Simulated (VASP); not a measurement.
Input of a VASP 6.6.1 run:

File INCAR:

```
PREC     = Accurate       # precision mode
ENCUT    = 600            # plane-wave cutoff, eV
EDIFF    = 1E-7           # SCF threshold, eV
ISMEAR   = -1             # smearing method
SIGMA    = 0.05           # smearing width, eV
LREAL    = False          # projectors in reciprocal space
LASPH    = True           # aspherical terms in the spheres
NELM     = 100            # most SCF steps
ALGO     = Normal         # electronic algorithm
ISIF     = 3              # what is computed and relaxed
LWAVE    = False          # write WAVECAR
LCHARG   = False          # write CHGCAR
GGA      = PE             # functional
IVDW     = 12             # dispersion correction
IBRION   = 2              # ionic algorithm
NSW      = 60             # ionic steps
EDIFFG   = -0.01          # ionic threshold
```

The input KPOINTS:

```
regular mesh
0
Gamma
  7 7 7
```

The input POSCAR:

```
HgTe
1.0
    0.0000000000      3.1800000000      3.1800000000
    3.1800000000      0.0000000000      3.1800000000
    3.1800000000      3.1800000000      0.0000000000
Hg Te
1 1
Direct
    0.0000000000      0.0000000000      0.0000000000
    0.5000000000      0.5000000000      0.5000000000
```

Potentials or basis: VASP PAW PBE potentials, release 64 (Hg, Te).

Run with:

```bash
$ cat potpaw_PBE.64/Hg/POTCAR potpaw_PBE.64/Te/POTCAR > POTCAR
$ mpirun -np 1 vasp_std > vasp.out
```

**Question.** What does it give for the relaxed cell?

**Answer.** a = 4.271 Å, b = 4.271 Å, c = 4.271 Å, α = 60.00°, β = 60.00°, γ = 60.00°.

**Question.** What does it give for the space group after relaxing (to 0.05 Å)?

**Answer.** Fm-3m (No. 225).

**Question.** Estimate the dispersion energy per atom.

**Answer.** -0.456 eV.

Final structure:
```
Hg Te
1.0
     0.00000    3.02018    3.02018
     3.02018    0.00000    3.02018
     3.02018    3.02018    0.00000
Hg Te
1 1
Direct
  0.00000 0.00000 0.00000
  0.50000 0.50000 0.50000
```
